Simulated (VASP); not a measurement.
A run of VASP 6.6.1 is set up as follows.

INCAR

```
SYSTEM = Rh
PREC = Accurate
ENCUT = 520
EDIFF = 1E-6
ISMEAR = -1
SIGMA = 0.1
LREAL = .FALSE.
LASPH = .TRUE.
NELM = 60
ALGO = Normal
ISIF = 2
LWAVE = .FALSE.
LCHARG = .TRUE.
GGA = RP
LELF = .TRUE.
LVHAR = .TRUE.
NBANDS = 38
```

The input KPOINTS:

```
regular mesh
0
G
  15 15 4
  0 0 0
```

File POSCAR:

```
Rh
1.0
    2.8347305633      0.0000000000      0.0000000000
   -1.4173652816      2.4549486807      0.0000000000
    0.0000000000      0.0000000000      9.2438635120
Rh
4
Direct
    0.0000000000      1.0000000000      0.0000000000
    0.0000000000      1.0000000000      0.5000000000
    0.3333333333      0.6666666667      0.2500000000
    0.6666666667      0.3333333333      0.7500000000
```

Potentials or basis: VASP PAW PBE potentials, release 64 (Rh_pv).

The run is started by

```bash
$ cat potpaw_PBE.64/Rh_pv/POTCAR > POTCAR
$ mpirun -np 1 vasp_std > vasp.out
```

Problem. Predict the pressure.

Solution. -19.5 GPa.

Problem. What does it give for the band gap on the k mesh?

Solution. Zero (bands 30 and 31 overlap by 1.47 eV).

Stress tensor (GPa, compression positive):
```
-19.42   0.00   0.00
  0.00 -19.42   0.00
  0.00   0.00 -19.65
```

Caveat: the cell stands under tension; the PAW data sets were made with another functional, which shifts forces and pressure a little.
